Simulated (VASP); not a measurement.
Pt:

```
CELL_PARAMETERS angstrom
0.00000 1.98670 1.98670
1.98670 0.00000 1.98670
1.98670 1.98670 0.00000
ATOMIC_POSITIONS crystal
Pt 0.00000 0.00000 0.00000
```

This cell differs from its parent crystal: volume scaled by 1.04.

Base run:

```yaml
Program: VASP 6.6.1
Functional: PBEsol
Potentials_or_basis: VASP PAW PBE potentials, release 64 (Pt)
Cutoff: 520 eV
k_mesh: 12 × 12 × 12
Occupations: fermi-dirac, width 0.05 eV
Spin: no spin polarisation
```

Its results: band gap on the k mesh zero (band 5 reaches 10.82 eV, above the bottom of band 6 at 8.74 eV); pressure -11.0 GPa.

Problem. After a change of settings the same cell gave: band gap on the k mesh zero (band 5 reaches 10.77 eV, above the bottom of band 6 at 8.55 eV); pressure -5.7 GPa. Which change was it?
A. functional from PBEsol to PBE exchange alone; further incar settings from ALGO = Normal; EDIFF = 1e-06; NBANDS = 11 to ALGO = Fast; EDIFF = 1e-06; NBANDS = 11
B. functional from PBEsol to LDA; potentials or basis from VASP PAW PBE potentials, release 64 (Pt) to VASP PAW LDA potentials, release 64 (Pt)
C. functional from PBEsol to r2SCAN
D. functional from PBEsol to PBE

Solution. C.

Caveats: the PAW data sets were made with another functional, which shifts forces and pressure a little; spin-orbit coupling is left out, which moves the levels of the heavy elements.
